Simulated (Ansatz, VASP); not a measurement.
Nb: VASP beside Ansatz

File INCAR:

```
ALGO = Normal
EDIFF = 1E-6
ENCUT = 500
GGA = PS
GGA_COMPAT = F
ISIF = 2
ISMEAR = 0
LASPH = T
LCHARG = T
LELF = T
LREAL = F
LVHAR = T
LWAVE = F
NBANDS = 20
NELM = 120
PREC = Accurate
SIGMA = 0.1
```

Contents of KPOINTS:

```
k-points
0
Gamma
  8 8 8
```

POSCAR

```
Nb
1.0
   -2.5802546277      2.5802546277      1.4075765295
    2.5802546277     -2.5802546277      1.4075765295
    2.5802546277      2.5802546277     -1.4075765295
Nb
2
Direct
    0.0000000000      0.0000000000      0.0000000000
    0.7500000000      0.2500000000      0.5000000000
```

Input for Ansatz:

```yaml
crystal:
  lattice:
    - [-2.5802546277, 2.5802546277, 1.4075765295]
    - [2.5802546277, -2.5802546277, 1.4075765295]
    - [2.5802546277, 2.5802546277, -1.4075765295]
  atoms:
    - { symbol: Nb, position: [0.0, 0.0, 0.0] }
    - { symbol: Nb, position: [0.75, 0.25, 0.5] }
basis:
  ecutwfc: 420
kpoints:
  mp_grid: { grid: [8, 8, 8] }
hamiltonian:
  xc: pbesol
scf:
  occupations: { method: gaussian, width: 0.1 }
  lower_state_search: "off"
output:
  forces: true
  stress: true
  eigenvalues: true
```

Alike in both runs: task single point; functional PBEsol; k mesh 8 × 8 × 8; occupations gaussian, width 0.1 eV; no spin polarisation.

```csv
,VASP,Ansatz
version,VASP 6.6.1,Ansatz 0.2.0
potentials or method,"VASP PAW PBE potentials, release 64 (Nb_sv), cutoff 500 eV","scalar-relativistic, plane waves, PAW"
valence electrons in the cell,26,26
```

VASP gave:

- gap on the k mesh at the Fermi level (eV): none
- pressure (GPa): -2.1
- traceless stress, the component that is largest in VASP (GPa): -0.24

Q: Which values does Ansatz return?

A: gap on the k mesh at the Fermi level (eV): none; pressure (GPa): -1.9; traceless stress, the component that is largest in VASP (GPa): -0.16.

VASP's potentials were made for PBE, not for PBEsol. A gap of «none» marks a metal or a gap that the smearing closes.
